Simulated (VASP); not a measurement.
# TiN (titanium nitride) (Fm-3m) in VASP: further runs

The runs below take TiN (titanium nitride) through single point, relaxation of cell and atoms, with PBE.

Program: VASP 6.6.1. These are calculated values, not measurements. Logs are shortened: lines on timing, memory, paths and dates and some standing lists are left out, and cuts for length are marked.

### 1 The cell of the first run

It takes space group Fm-3m (No. 225, cubic). The conventional cell has a = 4.247 Å, b = 4.247 Å, c = 4.247 Å, α = 90.00°, β = 90.00°, γ = 90.00°. Ti (site symmetry m-3m) has 6 N at 2.12 Å within 2.8 Å. Within 2.8 Å of N (site symmetry m-3m) lie 6 Ti at 2.12 Å.

### 2 Single point, PBE

File INCAR:

```
ALGO = Normal ; EDIFF = 1E-7
ENCUT = 520 ; GGA = PE
ISIF = 2 ; ISMEAR = 0
LASPH = T ; LCHARG = F
LREAL = F ; LWAVE = F
NBANDS = 16 ; NELM = 100
PREC = Accurate ; SIGMA = 0.1
```

File KPOINTS:

```
k-points
0
Gamma
  16 16 16
```

File POSCAR:

```
TiN
1.0
    0.0000000000      2.1234272214      2.1234272214
    2.1234272214      0.0000000000      2.1234272214
    2.1234272214      2.1234272214      0.0000000000
Ti N
1 1
Direct
    0.0000000000      0.0000000000      0.0000000000
    0.5000000000      0.5000000000      0.5000000000
```

Potentials or basis: VASP PAW PBE potentials, release 64 (Ti_sv, N).

Command:

```bash
> cat potpaw_PBE.64/Ti_sv/POTCAR potpaw_PBE.64/N/POTCAR > POTCAR
> mpirun -np 1 vasp_std > vasp.out
```

OUTCAR:

```text
EDIFF = 1E-7
   ENCUT = 520
   GGA = PE
   ISIF = 2
   ISMEAR = 0
   LASPH = T
   LREAL = F
   NELM = 100
   PREC = Accurate

 ion  position               nearest neighbor table
   1  0.000  0.000  0.000-   2 2.12   2 2.12   2 2.12   2 2.12   2 2.12   2 2.12
   2  0.500  0.500  0.500-   1 2.12   1 2.12   1 2.12   1 2.12   1 2.12   1 2.12

  LATTYP: Found a face centered cubic cell.
 ALAT       =     4.2468544428

  Lattice vectors:

 A1 = (   0.0000000000,   2.1234272214,   2.1234272214)
 A2 = (   2.1234272214,   0.0000000000,   2.1234272214)
 A3 = (   2.1234272214,   2.1234272214,   0.0000000000)

Analysis of symmetry for initial positions (statically):
=====================================================================
 Subroutine PRICEL returns:
 Original cell was already a primitive cell.

 Routine SETGRP: Setting up the symmetry group for a
 face centered cubic supercell.

 Subroutine GETGRP returns: Found 48 space group operations
 (whereof 48 operations were pure point group operations)
 out of a pool of 48 trial point group operations.

The static configuration has the point symmetry O_h .

Analysis of symmetry for dynamics (positions and initial velocities):
=====================================================================
 Subroutine PRICEL returns:
 Original cell was already a primitive cell.

 Routine SETGRP: Setting up the symmetry group for a
 face centered cubic supercell.

 Subroutine GETGRP returns: Found 48 space group operations
 (whereof 48 operations were pure point group operations)
 out of a pool of 48 trial point group operations.

The dynamic configuration has the point symmetry O_h .

 Subroutine INISYM returns: Found 48 space group operations
 (whereof 48 operations are pure point group operations),
 and found     1 'primitive' translations

----------------------------------------------------------------------------------------

                                     Primitive cell

  volume of cell :      19.1488

  direct lattice vectors                    reciprocal lattice vectors
     0.000000000  2.123427221  2.123427221    -0.235468395  0.235468395  0.235468395
     2.123427221  0.000000000  2.123427221     0.235468395 -0.235468395  0.235468395
     2.123427221  2.123427221  0.000000000     0.235468395  0.235468395 -0.235468395

  length of vectors
     3.002979575  3.002979575  3.002979575     0.407843224  0.407843224  0.407843224

  position of ions in fractional coordinates (direct lattice)
     0.000000000  0.000000000  0.000000000
     0.500000000  0.500000000  0.500000000

  ion indices of the primitive-cell ions
   primitive index   ion index
                 1           1
                 2           2

----------------------------------------------------------------------------------------

 KPOINTS: k-points

Automatic generation of k-mesh.
 Grid dimensions read from file:
 generate k-points for:   16   16   16

 Generating k-lattice:

  Cartesian coordinates                     Fractional coordinates (reciprocal lattice)
    -0.014716775  0.014716775  0.014716775     0.062500000  0.000000000  0.000000000
     0.014716775 -0.014716775  0.014716775     0.000000000  0.062500000  0.000000000
     0.014716775  0.014716775 -0.014716775     0.000000000  0.000000000  0.062500000

  Length of vectors
     0.025490201  0.025490201  0.025490201

  Shift w.r.t. Gamma in fractional coordinates (k-lattice)
     0.000000000  0.000000000  0.000000000

 Subroutine IBZKPT returns following result:
 ===========================================

 Found    145 irreducible k-points:

 Following reciprocal coordinates:
            Coordinates               Weight
  0.000000  0.000000  0.000000      1.000000
  0.062500  0.000000  0.000000      8.000000
  0.125000  0.000000  0.000000      8.000000
  0.187500  0.000000  0.000000      8.000000
  0.250000  0.000000  0.000000      8.000000
  0.312500  0.000000  0.000000      8.000000
[... 16 lines left out ...]
 -0.125000  0.062500  0.000000     24.000000
 -0.062500  0.062500  0.000000     12.000000
 [... further k-points ...]
   k-points           NKPTS =    145   k-points in BZ     NKDIM =    145   number of bands    NBANDS=     16
   number of dos      NEDOS =    301   number of ions     NIONS =      2
   total plane-waves  NPLWV =  13824
   dimension x,y,z NGX =    24 NGY =   24 NGZ =   24
   dimension x,y,z NGXF=    48 NGYF=   48 NGZF=   48
   ions per type =               1   1
   NGX,Y,Z   is equivalent  to a cutoff of  13.29, 13.29, 13.29 a.u.
   NGXF,Y,Z  is equivalent  to a cutoff of  26.57, 26.57, 26.57 a.u.
 SYSTEM =  unknown system
   PREC   = accura    normal or accurate (medium, high low for compatibility)
   ISTART =      0    job   : 0-new  1-cont  2-samecut
   ICHARG =      2    charge: 1-file 2-atom 10-const
   ISPIN  =      1    spin polarized calculation?
   LNONCOLLINEAR =      F non collinear calculations
   LSORBIT =      F    spin-orbit coupling
   LASPH  =      T    aspherical Exc in radial PAW
   ENCUT  =  520.0 eV  38.22 Ry    6.18 a.u.   5.58  5.58  5.58*2*pi/ulx,y,z
   NELM   =    100;   NELMIN=  2; NELMDL= -5     # of ELM steps
   EDIFF  = 0.1E-06   stopping-criterion for ELM
   LREAL  =      F    real-space projection
   EDIFFG = 0.1E-05   stopping-criterion for IOM
   NSW    =      0    number of steps for IOM
   IBRION =     -1    ionic relax: 0-MD 1-quasi-New 2-CG
   NFREE  =      0    steps in history (QN), initial steepest desc. (CG)
   ISIF   =      2    stress and relaxation
   ISYM   =      2    0-nonsym 1-usesym 2-fastsym
   POTIM  = 0.5000    time-step for ionic-motion
   TEBEG  =    0.0;   TEEND  =   0.0 temperature during run
   PSTRESS=    0.0 pullay stress
   NELECT =      17.0000    total number of electrons
   NUPDOWN=      -1.0000    fix difference up-down
   EMIN   =  10.00;   EMAX   =-10.00  energy-range for DOS
   EFERMI =   0.00;   METHOD = LEGACY
   ISMEAR =     0;   SIGMA  =   0.10  broadening in eV -4-tet -1-fermi 0-gaus
   EFERMI_NEDOS =   21; number of points for ismear=-14 and -15
   IALGO  =     38    algorithm
   IMIX   =      4    mixing-type and parameters
     AMIX     =   0.40;   BMIX     =  1.00
     AMIX_MAG =   1.60;   BMIX_MAG =  1.00
  volume/ion in A,a.u.               =       9.57        64.61
  Fermi-wavevector in a.u.,A,eV,Ry     =   1.573417  2.973326 33.683129  2.475640
  Thomas-Fermi vector in A             =   2.674704
   LORBIT       =      0    0 simple, 1 ext, 2 COOP (PROOUT), +10 PAW based schemes
   GGA     = PE    functional components
   LHFCALC =     F    Hartree Fock is set to
   AEXX    =    0.0000 exact exchange contribution
   IVDW    =     0    specifies the selected vdW correction
   LEPSILON=     F    determine dielectric tensor
   LRPA    =     F    only Hartree local field effects (RPA)
 non-spin polarized calculation
 Gauss-broadening in eV      SIGMA  =   0.10
  energy-cutoff  :      520.00
  volume of cell :       19.15
 maximum number of plane-waves:       534
   NGX = 11   NGY = 11   NGZ = 11

 number of electron      17.0000002 magnetization

 Free energy of the ion-electron system (eV)
  ---------------------------------------------------
  ext. energy  EPLUGINS =         0.00000000
  ---------------------------------------------------
  free energy    TOTEN  =       -19.63914018 eV

  energy without entropy =      -19.63400462  energy(sigma->0) =      -19.63657240

 E-fermi :  11.4043     XC(G=0): -13.0000

 val. band max:       11.3794714791   @ k =  -0.3750   0.4375   0.1875
 cond. band min:      11.4082909191   @ k =   0.4375   0.1875   0.0625
 fundamental gap:      0.0288194399
 Fermi energy:        11.4043135834

 k-point     1 :       0.0000    0.0000    0.0000
  band No.  band energies     occupation
      1     -46.4780      2.00000
      2     -22.4600      2.00000
      3     -22.4600      2.00000
      4     -22.4600      2.00000
      5      -5.6803      2.00000
      6       9.3603      2.00000
[... 8 lines left out ...]
     15      24.5622      0.00000
     16      31.0927      0.00000

 k-point     2 :       0.0625    0.0000    0.0000
  band No.  band energies     occupation
      1     -46.4744      2.00000
      2     -22.4854      2.00000
      3     -22.4621      2.00000
      4     -22.4621      2.00000
      5      -5.6046      2.00000
      6       8.9142      2.00000
[... 8 lines left out ...]
     15      24.6191      0.00000
     16      30.9903      0.00000

 k-point     3 :       0.1250    0.0000    0.0000
  band No.  band energies     occupation
      1     -46.4641      2.00000
      2     -22.5570      2.00000
      3     -22.4682      2.00000
      4     -22.4682      2.00000
      5      -5.3847      2.00000
      6       7.9931      2.00000
[... 8 lines left out ...]
     15      24.6786      0.00000
     16      30.6267      0.00000

 k-point     4 :       0.1875    0.0000    0.0000
  band No.  band energies     occupation
      1     -46.4488      2.00000
      2     -22.6627      2.00000
      3     -22.4772      2.00000
      4     -22.4772      2.00000
      5      -5.0418      2.00000
      6       6.9321      2.00000
[... 8 lines left out ...]
     15      24.5408      0.00000
     16      29.9084      0.00000

 k-point     5 :       0.2500    0.0000    0.0000
  band No.  band energies     occupation
      1     -46.4306      2.00000
      2     -22.7850      2.00000
      3     -22.4877      2.00000
      4     -22.4877      2.00000
      5      -4.6108      2.00000
      6       5.8693      2.00000
[... 8 lines left out ...]
     15      24.2698      0.00000
     16      28.8943      0.00000

 k-point     6 :       0.3125    0.0000    0.0000
  band No.  band energies     occupation
      1     -46.4124      2.00000
      2     -22.9050      2.00000
      3     -22.4983      2.00000
      4     -22.4983      2.00000
      5      -4.1400      2.00000
      6       4.8943      2.00000
[... 8 lines left out ...]
     15      24.2211      0.00000
     16      27.7966      0.00000

 k-point     7 :       0.3750    0.0000    0.0000
  band No.  band energies     occupation
      1     -46.3968      2.00000
      2     -23.0049      2.00000
      3     -22.5072      2.00000
      4     -22.5072      2.00000
      5      -3.6955      2.00000
      6       4.0880      2.00000
[... 8 lines left out ...]
     15      24.5267      0.00000
     16      26.8261      0.00000

 k-point     8 :       0.4375    0.0000    0.0000
  band No.  band energies     occupation
      1     -46.3864      2.00000
      2     -23.0709      2.00000
      3     -22.5131      2.00000
      4     -22.5131      2.00000
      5      -3.3649      2.00000
      6       3.5408      2.00000
[... 8 lines left out ...]
     15      24.9211      0.00000
     16      26.1542      0.00000

 k-point     9 :       0.5000    0.0000    0.0000
  band No.  band energies     occupation
      1     -46.3827      2.00000
      2     -23.0939      2.00000
      3     -22.5152      2.00000
      4     -22.5152      2.00000
      5      -3.2399      2.00000
      6       3.3441      2.00000
[... 8 lines left out ...]
     15      25.0949      0.00000
     16      25.9123      0.00000
[... 172 lines left out ...]
 k-point    19 :      -0.3750    0.0625    0.0000
  band No.  band energies     occupation
      1     -46.3910      2.00000
      2     -23.0237      2.00000
      3     -22.5327      2.00000
      4     -22.5062      2.00000
      5      -3.5770      2.00000
      6       3.9210      2.00000
[... 8 lines left out ...]
     15      24.5807      0.00000
     16      26.2927      0.00000

 k-point    20 :      -0.3125    0.0625    0.0000
  band No.  band energies     occupation
      1     -46.4048      2.00000
      2     -22.9367      2.00000
      3     -22.5270      2.00000
      4     -22.4948      2.00000
      5      -3.9736      2.00000
      6       4.6041      2.00000
[... 8 lines left out ...]
     15      24.2456      0.00000
     16      27.0066      0.00000

 k-point    21 :      -0.2500    0.0625    0.0000
  band No.  band energies     occupation
      1     -46.4221      2.00000
      2     -22.8256      2.00000
      3     -22.5172      2.00000
      4     -22.4830      2.00000
      5      -4.4250      2.00000
      6       5.4698      2.00000
[... 8 lines left out ...]
     15      24.2039      0.00000
     16      27.8801      0.00000

 k-point    22 :      -0.1875    0.0625    0.0000
  band No.  band energies     occupation
      1     -46.4403      2.00000
      2     -22.7068      2.00000
      3     -22.5045      2.00000
      4     -22.4724      2.00000
      5      -4.8600      2.00000
      6       6.4324      2.00000
[... 8 lines left out ...]
     15      24.4628      0.00000
     16      28.7793      0.00000

 k-point    23 :      -0.1250    0.0625    0.0000
  band No.  band energies     occupation
      1     -46.4566      2.00000
      2     -22.5988      2.00000
      3     -22.4904      2.00000
      4     -22.4647      2.00000
      5      -5.2253      2.00000
      6       7.4066      2.00000
[... 8 lines left out ...]
     15      24.6824      0.00000
     16      29.6220      0.00000

 k-point    24 :      -0.0625    0.0625    0.0000
  band No.  band energies     occupation
      1     -46.4686      2.00000
      2     -22.5205      2.00000
      3     -22.4756      2.00000
      4     -22.4611      2.00000
      5      -5.4822      2.00000
      6       8.2939      2.00000
[... 8 lines left out ...]
     15      24.6845      0.00000
     16      30.3818      0.00000

 [... further k-points ...]
[... 5 lines left out ...]
  --------------------------------------------------------------------------------------
  -------------------------------------------------------------------------------------
  Total        0.0568348      0.0568348      0.0568348      0.0000000     -0.0000000      0.0000000
  in kB        4.7553490      4.7553490      4.7553490      0.0000000     -0.0000000      0.0000000
  external PRESSURE =       4.7553490 kB  Pullay stress =       0.0000000 kB

 VOLUME and BASIS-vectors are now :
 -----------------------------------------------------------------------------
  energy-cutoff  :      520.00
  volume of cell :       19.15
      direct lattice vectors                 reciprocal lattice vectors
     0.000000000  2.123427221  2.123427221    -0.235468395  0.235468395  0.235468395
     2.123427221  0.000000000  2.123427221     0.235468395 -0.235468395  0.235468395
     2.123427221  2.123427221  0.000000000     0.235468395  0.235468395 -0.235468395

 POSITION                                       TOTAL-FORCE (eV/Angst)
 -----------------------------------------------------------------------------------
      0.00000      0.00000      0.00000         0.000000      0.000000     -0.000000
      2.12343      2.12343      2.12343        -0.000000     -0.000000      0.000000
 -----------------------------------------------------------------------------------
    total drift:                                0.000000     -0.000000     -0.000000

  FREE ENERGIE OF THE ION-ELECTRON SYSTEM (eV)
  ---------------------------------------------------
  free  energy   TOTEN  =       -19.6391401811 eV

  energy  without entropy=      -19.6340046206  energy(sigma->0) =      -19.63657240
```

Run time: 93 s. Hardware: 1 thread of AMD EPYC 7R43 (Zen 3), shared host; peak memory 0.13 GiB.

Results:

| Quantity | Value |
| --- | --- |
| Free energy | -19.6391 eV |
| Pressure | 0.5 GPa |

### 3 Relaxation of cell and atoms, PBE

This run uses another cell than the first one, of 9.56 Å³/atom, 0.998 times its volume.

File INCAR:

```
  ALGO = Normal
  EDIFF = 1E-7
  EDIFFG = -0.002
  ENCUT = 600
  GGA = PE
  IBRION = 2
  ISIF = 3
  ISMEAR = 0
  LASPH = T
  LCHARG = F
  LREAL = F
  LWAVE = F
  NELM = 80
  NSW = 80
  PREC = Accurate
  SIGMA = 0.1
```

KPOINTS is that of step 2.

File POSCAR:

```
TiN
1.0
    0.0000000000      2.1220000000      2.1220000000
    2.1220000000      0.0000000000      2.1220000000
    2.1220000000      2.1220000000      0.0000000000
Ti N
1 1
Direct
    0.0000000000      0.0000000000      0.0000000000
    0.5000000000      0.5000000000      0.5000000000
```

Potentials or basis: VASP PAW PBE potentials, release 64 (Ti_sv, N).

Command:

```bash
> cat potpaw_PBE.64/Ti_sv/POTCAR potpaw_PBE.64/N/POTCAR > POTCAR
> mpirun -np 1 vasp_std > vasp.out
```

OUTCAR:

```text
EDIFF = 1E-7
   EDIFFG = -0.002
   ENCUT = 600
   GGA = PE
   IBRION = 2
   ISIF = 3
   ISMEAR = 0
   LASPH = T
   LREAL = F
   NELM = 80
   NSW = 80
   PREC = Accurate

 ion  position               nearest neighbor table
   1  0.000  0.000  0.000-   2 2.12   2 2.12   2 2.12   2 2.12   2 2.12   2 2.12
   2  0.500  0.500  0.500-   1 2.12   1 2.12   1 2.12   1 2.12   1 2.12   1 2.12

  LATTYP: Found a face centered cubic cell.
 ALAT       =     4.2440000000

  Lattice vectors:

 A1 = (   0.0000000000,   2.1220000000,   2.1220000000)
 A2 = (   2.1220000000,   0.0000000000,   2.1220000000)
 A3 = (   2.1220000000,   2.1220000000,   0.0000000000)

Analysis of symmetry for initial positions (statically):
=====================================================================
 Subroutine PRICEL returns:
 Original cell was already a primitive cell.

 Routine SETGRP: Setting up the symmetry group for a
 face centered cubic supercell.
[... 258 lines left out ...]
  band No.  band energies     occupation
      1     -46.4965      2.00000
      2     -22.4799      2.00000
      3     -22.4799      2.00000
      4     -22.4799      2.00000
      5      -5.6894      2.00000
      6       9.3453      2.00000
      7       9.3453      2.00000
      8       9.3453      2.00000
      9      10.7717      2.00000
     10      10.7717      2.00000
     11      10.7717      2.00000
     12      11.9542      0.00000
[... 331 lines left out ...]
 k-point    24 :      -0.0625    0.0625    0.0000
  band No.  band energies     occupation
      1     -46.4872      2.00000
      2     -22.5402      2.00000
      3     -22.4955      2.00000
      4     -22.4810      2.00000
      5      -5.4917      2.00000
      6       8.2799      2.00000
      7       8.5097      2.00000
      8       8.8210      2.00000
      9      10.8874      2.00000
     10      11.1722      1.99766
     11      11.2831      1.85949
     12      12.3854      0.00000

 [... further k-points ...]
[... 5 lines left out ...]
  --------------------------------------------------------------------------------------
  -------------------------------------------------------------------------------------
  Total       -0.0000501     -0.0000501     -0.0000501      0.0000000     -0.0000000     -0.0000000
  in kB       -0.0041837     -0.0041837     -0.0041837      0.0000000     -0.0000000     -0.0000000
  external PRESSURE =      -0.0041837 kB  Pullay stress =       0.0000000 kB
[... 17 lines left out ...]
  FREE ENERGIE OF THE ION-ELECTRON SYSTEM (eV)
  ---------------------------------------------------
  free  energy   TOTEN  =       -19.6405004531 eV

  energy  without entropy=      -19.6353605631  energy(sigma->0) =      -19.63793051

 reached required accuracy - stopping structural energy minimisation
```

CONTCAR:

```text
TiN
   1.00000000000000
     0.0000000000000000    2.1243175217821921    2.1243175217821921
     2.1243175217821921   -0.0000000000000000    2.1243175217821921
     2.1243175217821921    2.1243175217821921   -0.0000000000000000
  Ti              N
     1     1
Direct
     0.0000000000000000    0.0000000000000000    0.0000000000000000
     0.5000000000000000    0.5000000000000000    0.5000000000000000

  0.00000000E+00  0.00000000E+00  0.00000000E+00
  0.00000000E+00  0.00000000E+00  0.00000000E+00
```

Wall time 2.8 min (1 thread of AMD EPYC 7R43 (Zen 3), shared host); peak memory 0.14 GiB.

Results:

```
Free energy                            : -19.6405 eV
Relaxed volume                         : 9.59 Å³/atom
Relaxed cell                           : a = 3.004 Å, b = 3.004 Å, c = 3.004 Å, α = 60.00°, β = 60.00°, γ = 60.00°
Space group after relaxing (to 0.05 Å) : Fm-3m (No. 225)
Energy gained by relaxing              : 0.1 meV/atom
Ionic steps                            : 3
Pressure after relaxing                : 0.0 GPa
```

Step by step:
| step | energy change (eV) | largest force (eV/Å) | pressure (GPa) | volume (Å³) |
| --- | --- | --- | --- | --- |
| 1 | 0.0000 | 0.0000 | 0.92 | 19.11 |
| 2 | 0.0002 | 0.0000 | -1.25 | 19.26 |
| 3 | -0.0002 | 0.0000 | 0.00 | 19.17 |

Final structure:
```
Ti N
1.0
     0.00000    2.12432    2.12432
     2.12432    0.00000    2.12432
     2.12432    2.12432    0.00000
Ti N
1 1
Direct
  0.00000 0.00000 0.00000
  0.50000 0.50000 0.50000
```

PBE usually gives volumes a little too large and moduli too small. Zero-point motion and thermal expansion aren't in these numbers.
